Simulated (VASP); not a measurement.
# AlN (Fm-3m) in VASP: notebook

Runs on AlN. Level: PBEsol. Tasks: single point.

Everything below comes from runs of VASP 6.6.1. Logs are shortened: lines on timing, memory, paths and dates and some standing lists are left out, and cuts for length are marked.

## (1) The cell of the first run

The structure is cubic, space group Fm-3m (No. 225). Conventional cell: a = 3.920 Å, b = 3.920 Å, c = 3.920 Å, α = 90.00°, β = 90.00°, γ = 90.00°. Within 2.6 Å of Al (site symmetry m-3m) lie 6 N at 1.96 Å. N (site symmetry m-3m) has 6 Al at 1.96 Å within 2.6 Å.

## (2) Single point, PBEsol (7.53 Å³/atom)

Input file INCAR:

```
SYSTEM = AlN
PREC = Accurate
ENCUT = 600
EDIFF = 1E-6
ISMEAR = 0
SIGMA = 0.02
LREAL = .False.
LASPH = .True.
NELM = 120
ALGO = Normal
ISIF = 2
LWAVE = .False.
LCHARG = .False.
GGA = PS
NBANDS = 11
GGA_COMPAT = .False.
```

Input file KPOINTS:

```
regular mesh
0
Gamma
  10 10 10
  0 0 0
```

Input file POSCAR:

```
AlN
1.0
    0.0000000000      1.9600251488      1.9600251488
    1.9600251488      0.0000000000      1.9600251488
    1.9600251488      1.9600251488      0.0000000000
Al N
1 1
Direct
    0.5000000000      0.5000000000      0.5000000000
    0.0000000000      0.0000000000      0.0000000000
```

Potentials or basis: VASP PAW PBE potentials, release 64 (Al, N).

Started as:

```bash
cat potpaw_PBE.64/Al/POTCAR potpaw_PBE.64/N/POTCAR > POTCAR
mpirun -np 1 vasp_std > vasp.out
```

OUTCAR:

```text
SYSTEM = AlN
   PREC = Accurate
   ENCUT = 600
   EDIFF = 1E-6
   ISMEAR = 0
   LREAL = .False.
   LASPH = .True.
   NELM = 120
   ISIF = 2
   GGA = PS

 ion  position               nearest neighbor table
   1  0.500  0.500  0.500-   2 1.96   2 1.96   2 1.96   2 1.96   2 1.96   2 1.96
   2  0.000  0.000  0.000-   1 1.96   1 1.96   1 1.96   1 1.96   1 1.96   1 1.96

  LATTYP: Found a face centered cubic cell.
 ALAT       =     3.9200502976

  Lattice vectors:

 A1 = (   0.0000000000,   1.9600251488,   1.9600251488)
 A2 = (   1.9600251488,   0.0000000000,   1.9600251488)
 A3 = (   1.9600251488,   1.9600251488,   0.0000000000)

Analysis of symmetry for initial positions (statically):
=====================================================================
 Subroutine PRICEL returns:
 Original cell was already a primitive cell.

 Routine SETGRP: Setting up the symmetry group for a
 face centered cubic supercell.

 Subroutine GETGRP returns: Found 48 space group operations
 (whereof 48 operations were pure point group operations)
 out of a pool of 48 trial point group operations.

The static configuration has the point symmetry O_h .

Analysis of symmetry for dynamics (positions and initial velocities):
=====================================================================
 Subroutine PRICEL returns:
 Original cell was already a primitive cell.

 Routine SETGRP: Setting up the symmetry group for a
 face centered cubic supercell.

 Subroutine GETGRP returns: Found 48 space group operations
 (whereof 48 operations were pure point group operations)
 out of a pool of 48 trial point group operations.

The dynamic configuration has the point symmetry O_h .

 Subroutine INISYM returns: Found 48 space group operations
 (whereof 48 operations are pure point group operations),
 and found     1 'primitive' translations

----------------------------------------------------------------------------------------

                                     Primitive cell

  volume of cell :      15.0597

  direct lattice vectors                    reciprocal lattice vectors
     0.000000000  1.960025149  1.960025149    -0.255098768  0.255098768  0.255098768
     1.960025149  0.000000000  1.960025149     0.255098768 -0.255098768  0.255098768
     1.960025149  1.960025149  0.000000000     0.255098768  0.255098768 -0.255098768

  length of vectors
     2.771894148  2.771894148  2.771894148     0.441844026  0.441844026  0.441844026

  position of ions in fractional coordinates (direct lattice)
     0.500000000  0.500000000  0.500000000
     0.000000000  0.000000000  0.000000000

  ion indices of the primitive-cell ions
   primitive index   ion index
                 1           1
                 2           2

----------------------------------------------------------------------------------------

 KPOINTS: regular mesh

Automatic generation of k-mesh.
 Grid dimensions read from file:
 generate k-points for:   10   10   10

 Generating k-lattice:

  Cartesian coordinates                     Fractional coordinates (reciprocal lattice)
    -0.025509877  0.025509877  0.025509877     0.100000000  0.000000000  0.000000000
     0.025509877 -0.025509877  0.025509877     0.000000000  0.100000000  0.000000000
     0.025509877  0.025509877 -0.025509877     0.000000000  0.000000000  0.100000000

  Length of vectors
     0.044184403  0.044184403  0.044184403

  Shift w.r.t. Gamma in fractional coordinates (k-lattice)
     0.000000000  0.000000000  0.000000000

 Subroutine IBZKPT returns following result:
 ===========================================

 Found     47 irreducible k-points:

 Following reciprocal coordinates:
            Coordinates               Weight
  0.000000  0.000000  0.000000      1.000000
  0.100000  0.000000  0.000000      8.000000
  0.200000  0.000000  0.000000      8.000000
  0.300000  0.000000  0.000000      8.000000
  0.400000  0.000000  0.000000      8.000000
  0.500000  0.000000  0.000000      4.000000
[... 16 lines left out ...]
  0.300000  0.300000  0.000000      6.000000
  0.400000  0.300000  0.000000     24.000000
 [... further k-points ...]
   k-points           NKPTS =     47   k-points in BZ     NKDIM =     47   number of bands    NBANDS=     11
   number of dos      NEDOS =    301   number of ions     NIONS =      2
   total plane-waves  NPLWV =  13824
   dimension x,y,z NGX =    24 NGY =   24 NGZ =   24
   dimension x,y,z NGXF=    48 NGYF=   48 NGZF=   48
   ions per type =               1   1
   NGX,Y,Z   is equivalent  to a cutoff of  14.39, 14.39, 14.39 a.u.
   NGXF,Y,Z  is equivalent  to a cutoff of  28.79, 28.79, 28.79 a.u.
 SYSTEM =  AlN
   PREC   = accura    normal or accurate (medium, high low for compatibility)
   ISTART =      0    job   : 0-new  1-cont  2-samecut
   ICHARG =      2    charge: 1-file 2-atom 10-const
   ISPIN  =      1    spin polarized calculation?
   LNONCOLLINEAR =      F non collinear calculations
   LSORBIT =      F    spin-orbit coupling
   LASPH  =      T    aspherical Exc in radial PAW
   ENCUT  =  600.0 eV  44.10 Ry    6.64 a.u.   5.54  5.54  5.54*2*pi/ulx,y,z
   NELM   =    120;   NELMIN=  2; NELMDL= -5     # of ELM steps
   EDIFF  = 0.1E-05   stopping-criterion for ELM
   LREAL  =      F    real-space projection
   EDIFFG = 0.1E-04   stopping-criterion for IOM
   NSW    =      0    number of steps for IOM
   IBRION =     -1    ionic relax: 0-MD 1-quasi-New 2-CG
   NFREE  =      0    steps in history (QN), initial steepest desc. (CG)
   ISIF   =      2    stress and relaxation
   ISYM   =      2    0-nonsym 1-usesym 2-fastsym
   POTIM  = 0.5000    time-step for ionic-motion
   TEBEG  =    0.0;   TEEND  =   0.0 temperature during run
   PSTRESS=    0.0 pullay stress
   NELECT =       8.0000    total number of electrons
   NUPDOWN=      -1.0000    fix difference up-down
   EMIN   =  10.00;   EMAX   =-10.00  energy-range for DOS
   EFERMI =   0.00;   METHOD = LEGACY
   ISMEAR =     0;   SIGMA  =   0.02  broadening in eV -4-tet -1-fermi 0-gaus
   EFERMI_NEDOS =   21; number of points for ismear=-14 and -15
   IALGO  =     38    algorithm
   IMIX   =      4    mixing-type and parameters
     AMIX     =   0.40;   BMIX     =  1.00
     AMIX_MAG =   1.60;   BMIX_MAG =  1.00
  volume/ion in A,a.u.               =       7.53        50.81
  Fermi-wavevector in a.u.,A,eV,Ry     =   1.325867  2.505525 23.917986  1.757922
  Thomas-Fermi vector in A             =   2.455296
   LORBIT       =      0    0 simple, 1 ext, 2 COOP (PROOUT), +10 PAW based schemes
   GGA     = PS    functional components
   LHFCALC =     F    Hartree Fock is set to
   AEXX    =    0.0000 exact exchange contribution
   IVDW    =     0    specifies the selected vdW correction
   LEPSILON=     F    determine dielectric tensor
   LRPA    =     F    only Hartree local field effects (RPA)
 non-spin polarized calculation
 Gauss-broadening in eV      SIGMA  =   0.02
  energy-cutoff  :      600.00
  volume of cell :       15.06
 maximum number of plane-waves:       531
 NGX is ok and might be reduce to    24
   NGX = 11   NGY = 11   NGZ = 11

 number of electron       8.0000000 magnetization

 Free energy of the ion-electron system (eV)
  ---------------------------------------------------
  ext. energy  EPLUGINS =         0.00000000
  ---------------------------------------------------
  free energy    TOTEN  =       -15.32153832 eV

  energy without entropy =      -15.32153832  energy(sigma->0) =      -15.32153832

 E-fermi :  11.3244     XC(G=0): -12.8970

 val. band max:       11.1408147798   @ k =   0.0000   0.0000   0.0000
 cond. band min:      16.0979876038   @ k =   0.5000   0.5000   0.0000
 fundamental gap:      4.9571728239
 Fermi energy:        11.3244246208

 k-point     1 :       0.0000    0.0000    0.0000
  band No.  band energies     occupation
      1      -7.2887      2.00000
      2      11.1408      2.00000
      3      11.1408      2.00000
      4      11.1408      2.00000
      5      18.2108      0.00000
      6      23.4533      0.00000
      7      23.4533      0.00000
      8      23.4533      0.00000
      9      28.7931      0.00000
     10      29.5150      0.00000
     11      29.5150      0.00000

 k-point     2 :       0.1000    0.0000    0.0000
  band No.  band energies     occupation
      1      -7.0636      2.00000
      2      10.1045      2.00000
      3      10.9941      2.00000
      4      10.9941      2.00000
      5      18.7639      0.00000
      6      22.5638      0.00000
      7      23.8048      0.00000
      8      23.8048      0.00000
      9      28.1823      0.00000
     10      28.1823      0.00000
     11      30.3623      0.00000

 k-point     3 :       0.2000    0.0000    0.0000
  band No.  band energies     occupation
      1      -6.4065      2.00000
      2       7.8323      2.00000
      3      10.6405      2.00000
      4      10.6405      2.00000
      5      19.0373      0.00000
      6      22.4428      0.00000
      7      24.2126      0.00000
      8      24.2126      0.00000
      9      27.4898      0.00000
     10      27.4898      0.00000
     11      30.0607      0.00000
[... 267 lines left out ...]
 k-point    23 :       0.3000    0.3000    0.0000
  band No.  band energies     occupation
      1      -4.7918      2.00000
      2       6.0323      2.00000
      3       8.9045      2.00000
      4       8.9045      2.00000
      5      17.5922      0.00000
      6      18.9903      0.00000
      7      23.9579      0.00000
      8      27.8116      0.00000
      9      27.8116      0.00000
     10      32.4634      0.00000
     11      36.5920      0.00000

 k-point    24 :       0.4000    0.3000    0.0000
  band No.  band energies     occupation
      1      -3.9309      2.00000
      2       4.8692      2.00000
      3       8.0461      2.00000
      4       8.6214      2.00000
      5      17.4692      0.00000
      6      18.6093      0.00000
      7      24.3760      0.00000
      8      27.8356      0.00000
      9      28.7226      0.00000
     10      33.9166      0.00000
     11      37.2231      0.00000

 [... further k-points ...]

------------------------ aborting loop because EDIFF is reached ----------------------------------------

  FORCE on cell =-STRESS in cart. coord.  units (eV):
  Direction    XX          YY          ZZ          XY          YZ          ZX
  --------------------------------------------------------------------------------------
  -------------------------------------------------------------------------------------
  Total        2.7898747      2.7898747      2.7898747      0.0000000      0.0000000      0.0000000
  in kB      296.8112460    296.8112460    296.8112460      0.0000000      0.0000000      0.0000000
  external PRESSURE =     296.8112460 kB  Pullay stress =       0.0000000 kB

 VOLUME and BASIS-vectors are now :
 -----------------------------------------------------------------------------
  energy-cutoff  :      600.00
  volume of cell :       15.06
      direct lattice vectors                 reciprocal lattice vectors
     0.000000000  1.960025149  1.960025149    -0.255098768  0.255098768  0.255098768
     1.960025149  0.000000000  1.960025149     0.255098768 -0.255098768  0.255098768
     1.960025149  1.960025149  0.000000000     0.255098768  0.255098768 -0.255098768

 POSITION                                       TOTAL-FORCE (eV/Angst)
 -----------------------------------------------------------------------------------
      1.96003      1.96003      1.96003        -0.000000      0.000000     -0.000000
      0.00000      0.00000      0.00000         0.000000      0.000000      0.000000
 -----------------------------------------------------------------------------------
    total drift:                                0.000000     -0.000000     -0.000000

  FREE ENERGIE OF THE ION-ELECTRON SYSTEM (eV)
  ---------------------------------------------------
  free  energy   TOTEN  =       -15.3215383231 eV

  energy  without entropy=      -15.3215383231  energy(sigma->0) =      -15.32153832
```

Wall time 5.8 s (1 thread of Intel Xeon Platinum 8488C (Sapphire Rapids), shared host); peak memory 0.13 GiB.

Results:

* Free energy: -15.3215 eV
* Pressure: 29.7 GPa
* Band gap on the k mesh: 4.96 eV (least direct gap 7.07 eV)

Levels at points of the mesh, in eV from the valence-band top:
| k point | band 1 | band 2 | band 3 | band 4 | band 5 | band 6 | band 7 | band 8 |
| --- | --- | --- | --- | --- | --- | --- | --- | --- |
| (0.00, 0.00, 0.00) | -18.43 | 0.00 | 0.00 | 0.00 | 7.07 | 12.31 | 12.31 | 12.31 |
| (0.50, 0.00, 0.00) | -14.74 | -8.99 | -1.28 | -1.28 | 6.64 | 11.67 | 11.67 | 14.63 |
| (0.50, 0.50, 0.00) | -13.61 | -8.10 | -3.07 | -3.07 | 4.96 | 5.48 | 15.13 | 18.67 |

Caveat: the cell stands under pressure; the PAW data sets were made with another functional, which shifts forces and pressure a little. A k mesh can miss the band edges.

## (3) Single point, PBEsol

This run uses another cell than the first one, of 8.27 Å³/atom.

Input file INCAR:

```
  PREC = Accurate
  ENCUT = 600
  EDIFF = 1E-6
  ISMEAR = 0
  SIGMA = 0.02
  LREAL = False
  LASPH = True
  NELM = 120
  ALGO = Normal
  ISIF = 2
  LWAVE = False
  LCHARG = False
  GGA = PS
  NBANDS = 11
  GGA_COMPAT = False
```

Input file KPOINTS:

```
Automatic mesh
0
Gamma
  10 10 10
```

Input file POSCAR:

```
AlN
1.0
    0.0000000000      2.0226210045      2.0226210045
    2.0226210045      0.0000000000      2.0226210045
    2.0226210045      2.0226210045      0.0000000000
Al N
1 1
Direct
    0.5000000000      0.5000000000      0.5000000000
    0.0000000000      0.0000000000      0.0000000000
```

Potentials or basis: VASP PAW PBE potentials, release 64 (Al, N).

Started as:

```bash
cat potpaw_PBE.64/Al/POTCAR potpaw_PBE.64/N/POTCAR > POTCAR
mpirun -np 1 vasp_std > vasp.out
```

It took 8.3 s on 1 thread of Intel Xeon Platinum 8488C (Sapphire Rapids), shared host; peak memory 0.13 GiB.

It converged, with:

* Free energy: -15.4507 eV
* Pressure: -0.3 GPa
* Band gap on the k mesh: 4.54 eV (least direct gap 5.65 eV)

Levels at points of the mesh, in eV from the valence-band top:
| k point | band 1 | band 2 | band 3 | band 4 | band 5 | band 6 | band 7 | band 8 |
| --- | --- | --- | --- | --- | --- | --- | --- | --- |
| (0.00, 0.00, 0.00) | -17.54 | 0.00 | 0.00 | 0.00 | 5.65 | 12.02 | 12.02 | 12.02 |
| (0.50, 0.00, 0.00) | -14.24 | -8.36 | -1.09 | -1.09 | 6.03 | 10.89 | 10.89 | 13.24 |
| (0.50, 0.50, 0.00) | -13.25 | -7.44 | -2.82 | -2.82 | 4.54 | 5.14 | 13.95 | 17.14 |

Caveat: the PAW data sets were made with another functional, which shifts forces and pressure a little. A k mesh can miss the band edges.

## (4) Single point, PBEsol

This run uses another cell than the first one, of 8.27 Å³/atom.

Input file INCAR:

```
SYSTEM = AlN
PREC = Accurate
ENCUT = 600
EDIFF = 1E-6
ISMEAR = 0
SIGMA = 0.02
LREAL = .False.
LASPH = .True.
NELM = 120
ALGO = Normal
ISIF = 2
LWAVE = .False.
LCHARG = .False.
GGA = PS
NBANDS = 11
GGA_COMPAT = .False.
```

Input file KPOINTS:

```
Automatic mesh
0
Gamma
  10 10 10
  0 0 0
```

POSCAR is that of step 3.

Started as:

```bash
cat potpaw_PBE.64/Al/POTCAR potpaw_PBE.64/N/POTCAR > POTCAR
mpirun -np 1 vasp_std > vasp.out
```

It took 5.6 s on 1 thread of Intel Xeon Platinum 8488C (Sapphire Rapids), shared host; peak memory 0.13 GiB.

The run converged. Its results:

- Free energy: -15.4507 eV
- Pressure: -0.3 GPa
- Band gap on the k mesh: 4.54 eV (least direct gap 5.65 eV)

Levels at points of the mesh, in eV from the valence-band top:
```csv
k point,band 1,band 2,band 3,band 4,band 5,band 6,band 7,band 8,band 9
"(0.00, 0.00, 0.00)",-17.54,0.00,0.00,0.00,5.65,12.02,12.02,12.02,17.10
"(0.50, 0.00, 0.00)",-14.24,-8.36,-1.09,-1.09,6.03,10.89,10.89,13.24,15.94
"(0.50, 0.50, 0.00)",-13.25,-7.44,-2.82,-2.82,4.54,5.14,13.95,17.14,17.14
```

Caveat: the PAW data sets were made with another functional, which shifts forces and pressure a little.

## (5) Single point, PBEsol (8.03 Å³/atom)

This run uses another cell than the first one, of 8.03 Å³/atom.

Input file INCAR:

```
SYSTEM = AlN
PREC     = Accurate       ! precision mode
ENCUT    = 600            ! plane-wave cutoff, eV
EDIFF    = 1E-6           ! SCF threshold, eV
ISMEAR   = 0              ! smearing method
SIGMA    = 0.02           ! smearing width, eV
LREAL    = .False.        ! projectors in reciprocal space
LASPH    = .True.         ! aspherical terms in the spheres
NELM     = 120            ! most SCF steps
ALGO     = Normal         ! electronic algorithm
ISIF     = 2              ! what is computed and relaxed
LWAVE    = .False.        ! write WAVECAR
LCHARG   = .False.        ! write CHGCAR
GGA      = PS             ! functional
NBANDS   = 11             ! bands
GGA_COMPAT= .False.
```

Input file KPOINTS:

```
regular mesh
0
Gamma
  10 10 10
  0 0 0
```

Input file POSCAR:

```
AlN
1.0
    0.0000000000      2.0021890924      2.0021890924
    2.0021890924      0.0000000000      2.0021890924
    2.0021890924      2.0021890924      0.0000000000
Al N
1 1
Direct
    0.5000000000      0.5000000000      0.5000000000
    0.0000000000      0.0000000000      0.0000000000
```

Started as:

```bash
cat potpaw_PBE.64/Al/POTCAR potpaw_PBE.64/N/POTCAR > POTCAR
mpirun -np 1 vasp_std > vasp.out
```

Run time: 6 s. Hardware: 1 thread of Intel Xeon Platinum 8488C (Sapphire Rapids), shared host; peak memory 0.13 GiB.

The run converged. Its results:

- Free energy: -15.4377 eV
- Pressure: 8.3 GPa
- Band gap on the k mesh: 4.84 eV (least direct gap 6.09 eV)

Levels at points of the mesh, in eV from the valence-band top:
```
           k point  band 1  band 2  band 3  band 4  band 5  band 6  band 7  band 8  band 9
(0.00, 0.00, 0.00)  -17.82    0.00    0.00    0.00    6.09   12.12   12.12   12.12   17.28
(0.50, 0.00, 0.00)  -14.40   -8.56   -1.15   -1.15    6.23   11.14   11.14   13.69   16.28
(0.50, 0.50, 0.00)  -13.36   -7.65   -2.90   -2.90    4.84    5.09   14.32   17.62   17.62
```

Caveat: the cell stands under pressure; the PAW data sets were made with another functional, which shifts forces and pressure a little. A k mesh can miss the band edges.

(Continued in part 2 of 2.)
